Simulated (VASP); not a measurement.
## MgO (an interface model): single point with PBEsol

System: MgO (an interface model).

```
CELL_PARAMETERS angstrom
2.97993 0.00000 0.00000
-1.48997 2.58070 0.00000
0.00000 0.00000 29.19724
ATOMIC_POSITIONS crystal
Mg 0.00000 0.00000 0.00000
Mg 0.33333 0.66667 0.08333
Mg 0.66667 0.33333 0.16667
Mg 0.00000 0.00000 0.25000
Mg 0.33333 0.66667 0.33333
Mg 0.66667 0.33333 0.41667
Mg 0.33333 0.66667 0.91667
Mg 0.66667 0.33333 0.83333
Mg 0.00000 0.00000 0.75000
Mg 0.33333 0.66667 0.66667
Mg 0.66667 0.33333 0.58333
Mg 0.00000 0.00000 0.50000
O 0.00000 0.00000 0.12500
O 0.66667 0.33333 0.04167
O 0.33333 0.66667 0.20833
O 0.00000 0.00000 0.37500
O 0.66667 0.33333 0.29167
O 0.33333 0.66667 0.45833
O 0.00000 0.00000 0.87500
O 0.66667 0.33333 0.95833
O 0.33333 0.66667 0.79167
O 0.00000 0.00000 0.62500
O 0.66667 0.33333 0.70833
O 0.33333 0.66667 0.54167
```

```
Program             : VASP 6.6.1
Task                : single point
Functional          : PBEsol
Potentials or basis : VASP PAW PBE potentials, release 64 (Mg, O)
Cutoff              : 520 eV
k mesh              : 12 × 12 × 1
Occupations         : gaussian, width 0.05 eV
Spin                : no spin polarisation
```

- Pressure: 0.6 GPa
- Largest force: 1.097 eV/Å
- Band gap on the k mesh: 4.13 eV

Forces on the atoms (eV/Å):
```
Mg   0.000  0.000  0.000
Mg   0.000  0.000  0.198
Mg   0.000  0.000 -0.004
Mg   0.000  0.000  0.000
Mg   0.000  0.000  0.004
Mg   0.000  0.000 -0.198
Mg   0.000  0.000 -0.198
Mg   0.000  0.000  0.004
Mg   0.000  0.000  0.000
Mg   0.000  0.000 -0.004
Mg   0.000  0.000  0.198
Mg   0.000  0.000  0.000
O    0.000  0.000  0.002
O    0.000  0.000  1.097
O    0.000  0.000  0.004
O    0.000  0.000 -0.002
O    0.000  0.000 -0.004
O    0.000  0.000 -1.097
O    0.000  0.000 -0.002
O    0.000  0.000 -1.097
O    0.000  0.000 -0.004
O    0.000  0.000  0.002
O    0.000  0.000  0.004
O    0.000  0.000  1.097
```

Stress tensor (GPa, compression positive):
```
-1.38  0.00  0.00
 0.00 -1.38  0.00
 0.00  0.00  4.66
```

Levels at points of the mesh, in eV from the valence-band top:
| k point | band 45 | band 46 | band 47 | band 48 | band 49 | band 50 | band 51 | band 52 |
| --- | --- | --- | --- | --- | --- | --- | --- | --- |
| (0.00, 0.00, 0.00) | -0.22 | -0.19 | -0.19 | 0.00 | 4.13 | 4.35 | 4.91 | 5.41 |
| (0.50, 0.00, 0.00) | -0.88 | -0.85 | -0.41 | -0.36 | 6.49 | 6.52 | 7.90 | 8.00 |

Run time: 7.1 min on 1 thread of Intel(R) Xeon(R) Platinum 8488C (Sapphire Rapids) (shared host), peak memory 0.43 GiB.

Caveat: the PAW data sets were made with another functional, which shifts forces and pressure a little.
